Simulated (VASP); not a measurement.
# Mn (Fd-3m) in VASP: relaxation of cell and atoms with LDA

Aim: the relaxation of cell and atoms of Mn with LDA.

Program: VASP 6.6.1. These are calculated values, not measurements. Logs are shortened: lines on timing, memory, paths and dates and some standing lists are left out, and cuts for length are marked.

## Step 1: The cell of the first run

It takes space group Fd-3m (No. 227, cubic). Conventional cell: a = 3.803 Å, b = 3.803 Å, c = 3.803 Å, α = 90.00°, β = 90.00°, γ = 90.00°. Within 2.2 Å of Mn (site symmetry -43m) lie 4 Mn at 1.65 Å.

This isn't the form of Mn at room conditions, which is a 58-atom cubic cell.

## Step 2: Relaxation of cell and atoms, LDA, collinear spin, ferromagnetic start, target pressure 500 GPa, at which the enthalpy is minimised

INCAR reads:

```
SYSTEM = Mn
PREC = Accurate
ENCUT = 600
EDIFF = 1E-7
ISMEAR = -1
SIGMA = 0.1
LREAL = .FALSE.
LASPH = .TRUE.
NELM = 150
ALGO = Normal
ISIF = 3
LWAVE = .FALSE.
LCHARG = .FALSE.
ISPIN = 2
MAGMOM = 3 3
LORBIT = 11
LMAXMIX = 4
IBRION = 2
NSW = 32
EDIFFG = -0.005
PSTRESS = 5000.0
```

KPOINTS reads:

```
Automatic mesh
0
G
  17 17 17
  0 0 0
```

POSCAR reads:

```
Mn
1.0
    0.0000000000      1.9014435232      1.9014435232
    1.9014435232      0.0000000000      1.9014435232
    1.9014435232      1.9014435232      0.0000000000
Mn
2
Direct
   -0.1250000000     -0.1250000000     -0.1250000000
    0.1250000000      0.1250000000      0.1250000000
```

Potentials or basis: VASP PAW LDA potentials, release 64 (Mn_pv).

Started as:

```bash
> cat potpaw_LDA.64/Mn_pv/POTCAR > POTCAR
> mpirun -np 1 vasp_std > vasp.out
```

OUTCAR:

```text
SYSTEM = Mn
   PREC = Accurate
   ENCUT = 600
   EDIFF = 1E-7
   ISMEAR = -1
   LREAL = .FALSE.
   LASPH = .TRUE.
   NELM = 150
   ISIF = 3
   ISPIN = 2
   LORBIT = 11
   IBRION = 2
   NSW = 32
   EDIFFG = -0.005
   PSTRESS = 5000.0

 ion  position               nearest neighbor table
   1  0.875  0.875  0.875-   2 1.65   2 1.65   2 1.65   2 1.65   2 3.15   2 3.15   2 3.15   2 3.15
                             2 3.15   2 3.15   2 3.15   2 3.15   2 3.15   2 3.15   2 3.15   2 3.15
   2  0.125  0.125  0.125-   1 1.65   1 1.65   1 1.65   1 1.65   1 3.15   1 3.15   1 3.15   1 3.15
                             1 3.15   1 3.15   1 3.15   1 3.15   1 3.15   1 3.15   1 3.15   1 3.15

  LATTYP: Found a face centered cubic cell.
 ALAT       =     3.8028870464

  Lattice vectors:

 A1 = (   0.0000000000,   1.9014435232,   1.9014435232)
 A2 = (   1.9014435232,   0.0000000000,   1.9014435232)
 A3 = (   1.9014435232,   1.9014435232,   0.0000000000)

Analysis of symmetry for initial positions (statically):
=====================================================================
 Subroutine PRICEL returns:
 Original cell was already a primitive cell.

 Routine SETGRP: Setting up the symmetry group for a
 face centered cubic supercell.

 Subroutine GETGRP returns: Found 48 space group operations
 (whereof 12 operations were pure point group operations)
 out of a pool of 48 trial point group operations.

The static configuration has the point symmetry D_3d.
 The point group associated with its full space group is O_h .

Analysis of symmetry for dynamics (positions and initial velocities):
=====================================================================
 Subroutine PRICEL returns:
 Original cell was already a primitive cell.

 Routine SETGRP: Setting up the symmetry group for a
 face centered cubic supercell.

 Subroutine GETGRP returns: Found 48 space group operations
 (whereof 12 operations were pure point group operations)
 out of a pool of 48 trial point group operations.

The dynamic configuration has the point symmetry D_3d.
 The point group associated with its full space group is O_h .

Analysis of structural, dynamic, and magnetic symmetry:
=====================================================================
 Subroutine PRICEL returns:
 Original cell was already a primitive cell.

 Routine SETGRP: Setting up the symmetry group for a
 face centered cubic supercell.

 Subroutine GETGRP returns: Found 48 space group operations
 (whereof 12 operations were pure point group operations)
 out of a pool of 48 trial point group operations.

The overall configuration has the point symmetry D_3d.
 The point group associated with its full space group is O_h .

 Subroutine INISYM returns: Found 48 space group operations
 (whereof 12 operations are pure point group operations),
 and found     1 'primitive' translations

----------------------------------------------------------------------------------------

                                     Primitive cell

  volume of cell :      13.7493

  direct lattice vectors                    reciprocal lattice vectors
     0.000000000  1.901443523  1.901443523    -0.262958113  0.262958113  0.262958113
     1.901443523  0.000000000  1.901443523     0.262958113 -0.262958113  0.262958113
     1.901443523  1.901443523  0.000000000     0.262958113  0.262958113 -0.262958113

  length of vectors
     2.689047219  2.689047219  2.689047219     0.455456811  0.455456811  0.455456811

  position of ions in fractional coordinates (direct lattice)
     0.875000000  0.875000000  0.875000000
     0.125000000  0.125000000  0.125000000

  ion indices of the primitive-cell ions
   primitive index   ion index
                 1           1
                 2           2

----------------------------------------------------------------------------------------

 KPOINTS: Automatic mesh

Automatic generation of k-mesh.
 Grid dimensions read from file:
 generate k-points for:   17   17   17

 Generating k-lattice:

  Cartesian coordinates                     Fractional coordinates (reciprocal lattice)
    -0.015468124  0.015468124  0.015468124     0.058823529  0.000000000  0.000000000
     0.015468124 -0.015468124  0.015468124     0.000000000  0.058823529  0.000000000
     0.015468124  0.015468124 -0.015468124     0.000000000  0.000000000  0.058823529

  Length of vectors
     0.026791577  0.026791577  0.026791577

  Shift w.r.t. Gamma in fractional coordinates (k-lattice)
     0.000000000  0.000000000  0.000000000

 Subroutine IBZKPT returns following result:
 ===========================================

 Found    165 irreducible k-points:

 Following reciprocal coordinates:
            Coordinates               Weight
  0.000000  0.000000  0.000000      1.000000
  0.058824  0.000000  0.000000      8.000000
  0.117647  0.000000  0.000000      8.000000
  0.176471  0.000000  0.000000      8.000000
  0.235294  0.000000  0.000000      8.000000
  0.294118  0.000000  0.000000      8.000000
[... 16 lines left out ...]
 -0.176471  0.058824  0.000000     24.000000
 -0.117647  0.058824  0.000000     24.000000
 [... further k-points ...]
   k-points           NKPTS =    165   k-points in BZ     NKDIM =    165   number of bands    NBANDS=     20
   number of dos      NEDOS =    301   number of ions     NIONS =      2
   total plane-waves  NPLWV =  13824
   dimension x,y,z NGX =    24 NGY =   24 NGZ =   24
   dimension x,y,z NGXF=    48 NGYF=   48 NGZF=   48
   ions per type =               2
   NGX,Y,Z   is equivalent  to a cutoff of  14.84, 14.84, 14.84 a.u.
   NGXF,Y,Z  is equivalent  to a cutoff of  29.68, 29.68, 29.68 a.u.
 SYSTEM =  Mn
   PREC   = accura    normal or accurate (medium, high low for compatibility)
   ISTART =      0    job   : 0-new  1-cont  2-samecut
   ICHARG =      2    charge: 1-file 2-atom 10-const
   ISPIN  =      2    spin polarized calculation?
   LNONCOLLINEAR =      F non collinear calculations
   LSORBIT =      F    spin-orbit coupling
   LASPH  =      T    aspherical Exc in radial PAW
   ENCUT  =  600.0 eV  44.10 Ry    6.64 a.u.   5.37  5.37  5.37*2*pi/ulx,y,z
   NELM   =    150;   NELMIN=  2; NELMDL= -5     # of ELM steps
   EDIFF  = 0.1E-06   stopping-criterion for ELM
   LREAL  =      F    real-space projection
   EDIFFG = -.5E-02   stopping-criterion for IOM
   NSW    =     32    number of steps for IOM
   IBRION =      2    ionic relax: 0-MD 1-quasi-New 2-CG
   NFREE  =      1    steps in history (QN), initial steepest desc. (CG)
   ISIF   =      3    stress and relaxation
   ISYM   =      2    0-nonsym 1-usesym 2-fastsym
   POTIM  = 0.5000    time-step for ionic-motion
   TEBEG  =    0.0;   TEEND  =   0.0 temperature during run
   PSTRESS= 5000.0 pullay stress
   NELECT =      26.0000    total number of electrons
   NUPDOWN=      -1.0000    fix difference up-down
   EMIN   =  10.00;   EMAX   =-10.00  energy-range for DOS
   EFERMI =   0.00;   METHOD = LEGACY
   ISMEAR =    -1;   SIGMA  =   0.10  broadening in eV -4-tet -1-fermi 0-gaus
   EFERMI_NEDOS =   21; number of points for ismear=-14 and -15
   IALGO  =     38    algorithm
   IMIX   =      4    mixing-type and parameters
     AMIX     =   0.40;   BMIX     =  1.00
     AMIX_MAG =   1.60;   BMIX_MAG =  1.00
  volume/ion in A,a.u.               =       6.87        46.39
  Fermi-wavevector in a.u.,A,eV,Ry     =   2.024444  3.825645 55.761778  4.098375
  Thomas-Fermi vector in A             =   3.033939
   LORBIT       =     11    0 simple, 1 ext, 2 COOP (PROOUT), +10 PAW based schemes
   GGA     = CA    functional components
   LHFCALC =     F    Hartree Fock is set to
   AEXX    =    0.0000 exact exchange contribution
   IVDW    =     0    specifies the selected vdW correction
   LEPSILON=     F    determine dielectric tensor
   LRPA    =     F    only Hartree local field effects (RPA)
 conjugate gradient relaxation of ions
 spin polarized calculation
  energy-cutoff  :      600.00
  volume of cell :       13.75
 maximum number of plane-waves:       474
 NGX is ok and might be reduce to    24
   NGX = 11   NGY = 11   NGZ = 11

--------------------------------------- Ionic step        1  -------------------------------------------

 number of electron      26.0000001 magnetization      -0.0060959

 number of electron      26.0000001 magnetization       0.0001353

 Free energy of the ion-electron system (eV)
  ---------------------------------------------------
  ext. energy  EPLUGINS =         0.00000000
  ---------------------------------------------------
  free energy    TOTEN  =        -2.35322022 eV

  energy without entropy =       -2.29105148  energy(sigma->0) =       -2.32213585

------------------------ aborting loop because EDIFF is reached ----------------------------------------

  FORCE on cell =-STRESS in cart. coord.  units (eV):
  Direction    XX          YY          ZZ          XY          YZ          ZX
  --------------------------------------------------------------------------------------
  -------------------------------------------------------------------------------------
  Total       51.6426507     51.6426507     51.6426507      0.0000000     -0.0000000     -0.0000000
  in kB     6017.8148372   6017.8148372   6017.8148372      0.0000000     -0.0000000     -0.0000000
  external PRESSURE =    1017.8148372 kB  Pullay stress =    5000.0000000 kB
[... 27 lines left out ...]
 number of electron      26.0000035 magnetization      -0.0000040

 number of electron      26.0000035 magnetization       0.0000014

 E-fermi :   8.4472     XC(G=0): -13.2197

 val. band max:        8.4448812679   @ k =  -0.2941   0.4118   0.1176
 cond. band min:       8.4486965464   @ k =  -0.4118   0.1765   0.0000
 fundamental gap:      0.0038152786
 Fermi energy:         8.4471811662

 spin component 1

 k-point     1 :       0.0000    0.0000    0.0000
  band No.  band energies     occupation
      1     -39.4135      1.00000
      2     -39.4135      1.00000
      3     -39.4135      1.00000
      4     -38.1391      1.00000
      5     -38.1391      1.00000
      6     -38.1391      1.00000
[... 541 lines left out ...]
     19      22.3838      0.00000
     20      24.5205      0.00000

 [... further k-points ...]

 spin component 2

 k-point     1 :       0.0000    0.0000    0.0000
  band No.  band energies     occupation
      1     -39.4135      1.00000
      2     -39.4135      1.00000
      3     -39.4135      1.00000
      4     -38.1391      1.00000
      5     -38.1391      1.00000
      6     -38.1391      1.00000
[... 541 lines left out ...]
     19      22.3838      0.00000
     20      24.5205      0.00000

 [... further k-points ...]
[... 5 lines left out ...]
  --------------------------------------------------------------------------------------
  -------------------------------------------------------------------------------------
  Total        5.4328986      5.4328986      5.4328986      0.0000000      0.0000000      0.0000000
  in kB      356.7510352    356.7510352    356.7510352      0.0000000      0.0000000      0.0000000
  external PRESSURE =   -4643.2489648 kB  Pullay stress =    5000.0000000 kB
[... 61 lines left out ...]
  energy  without entropy=       -5.9150330207  energy(sigma->0) =       -5.94815335

  enthalpy is  TOTEN    =        40.3213049448 eV   P V=       46.3025786297

[... ionic steps 4 to 9 ...]

--------------------------------------- Ionic step       10  -------------------------------------------

 number of electron      25.9999994 magnetization       0.0000007

 number of electron      25.9999994 magnetization      -0.0000005
[... 77 lines left out ...]
 number of electron      25.9999995 magnetization      -0.0000009

 number of electron      25.9999995 magnetization       0.0000010

 Free energy of the ion-electron system (eV)
  ---------------------------------------------------
  ext. energy  EPLUGINS =         0.00000000
  ---------------------------------------------------
  free energy    TOTEN  =        -5.20498822 eV

  energy without entropy =       -5.13941460  energy(sigma->0) =       -5.17220141

 E-fermi :  17.7308     XC(G=0): -16.4321

 val. band max:       17.7298868670   @ k =  -0.4706   0.4118   0.1176
 cond. band min:      17.7312251147   @ k =   0.0588   0.0588   0.0000
 fundamental gap:      0.0013382478
 Fermi energy:        17.7307701150

 spin component 1

 k-point     1 :       0.0000    0.0000    0.0000
  band No.  band energies     occupation
      1     -32.9815      1.00000
      2     -32.9815      1.00000
      3     -32.9815      1.00000
      4     -29.0977      1.00000
      5     -29.0977      1.00000
      6     -29.0977      1.00000
[... 541 lines left out ...]
     19      36.5803      0.00000
     20      37.7170      0.00000

 [... further k-points ...]

 spin component 2

 k-point     1 :       0.0000    0.0000    0.0000
  band No.  band energies     occupation
      1     -32.9815      1.00000
      2     -32.9815      1.00000
      3     -32.9815      1.00000
      4     -29.0977      1.00000
      5     -29.0977      1.00000
      6     -29.0977      1.00000
[... 541 lines left out ...]
     19      36.5803      0.00000
     20      37.7170      0.00000

 [... further k-points ...]
[... 5 lines left out ...]
  --------------------------------------------------------------------------------------
  -------------------------------------------------------------------------------------
  Total       45.4948395     45.4948395     45.4948395      0.0000000      0.0000000      0.0000000
  in kB     4999.0449966   4999.0449966   4999.0449966      0.0000000      0.0000000      0.0000000
  external PRESSURE =      -0.9550034 kB  Pullay stress =    5000.0000000 kB
[... 21 lines left out ...]
  energy  without entropy=       -5.1394146048  energy(sigma->0) =       -5.17220141

  enthalpy is  TOTEN    =        40.2985424435 eV   P V=       45.5035306633

 reached required accuracy - stopping structural energy minimisation

 total charge

# of ion       s       p       d       tot
------------------------------------------
    1        0.657   6.678   6.651  13.987
    2        0.657   6.678   6.651  13.987
--------------------------------------------------
tot          1.314  13.357  13.303  27.974

 magnetization (x)

# of ion       s       p       d       tot
------------------------------------------
    1        0.000  -0.000  -0.000  -0.000
    2        0.000  -0.000  -0.000  -0.000
--------------------------------------------------
tot          0.000  -0.000  -0.000  -0.000
```

Run time: 20 min. Hardware: 1 thread of Oxide Virtual Turin-like, shared host; peak memory 0.17 GiB.

What came out:

```
Free energy                                                : -5.2050 eV
Relaxed volume                                             : 7.29 Å³/atom
Relaxed cell                                               : a = 2.742 Å, b = 2.742 Å, c = 2.742 Å, α = 60.00°, β = 60.00°, γ = 60.00°
Space group after relaxing (to 0.1 Å)                      : Fd-3m (No. 227)
Energy change on relaxing (the run minimises the enthalpy) : -1425.9 meV/atom
Ionic steps                                                : 12
Pressure after relaxing                                    : 499.9 GPa
Band gap on the k mesh                                     : zero (filled and empty bands overlap)
Net moment                                                 : 0.00 μB per cell
```

Step by step:
| step | energy change (eV) | largest force (eV/Å) | pressure (GPa) | volume (Å³) |
| --- | --- | --- | --- | --- |
| 1 | 0.0000 | 0.0000 | 601.78 | 13.75 |
| 2 | -14.5912 | 0.0000 | 35.68 | 24.40 |
| 3 | -3.6281 | 0.0000 | 471.91 | 14.84 |
| 4 | -2.8566 | 0.0000 | 499.72 | 14.58 |
| 5 | -2.8035 | 0.0000 | 501.63 | 14.57 |
| 6 | -2.8103 | 0.0000 | 501.42 | 14.57 |
| 7 | -2.8308 | 0.0000 | 500.67 | 14.57 |
| 8 | -2.8312 | 0.0000 | 500.63 | 14.57 |
| 9 | -2.8326 | 0.0000 | 500.57 | 14.57 |
| 10 | -2.8353 | 0.0000 | 500.46 | 14.58 |
| 11 | -2.8408 | 0.0000 | 500.32 | 14.58 |
| 12 | -2.8518 | 0.0000 | 499.90 | 14.58 |

Final structure:
```xyz
2
Lattice="0.0000 1.9390 1.9390 1.9390 0.0000 1.9390 1.9390 1.9390 0.0000" Properties=species:S:1:pos:R:3 pbc="T T T"
Mn    3.3933    3.3933    3.3933
Mn    0.4848    0.4848    0.4848
```

Caveat: the cell is relaxed towards a set pressure, so the run minimises the enthalpy, not the energy; atoms lie so close that the PAW spheres overlap strongly, which falsifies energies and pressures; the moments typed at the start vanished in this run.
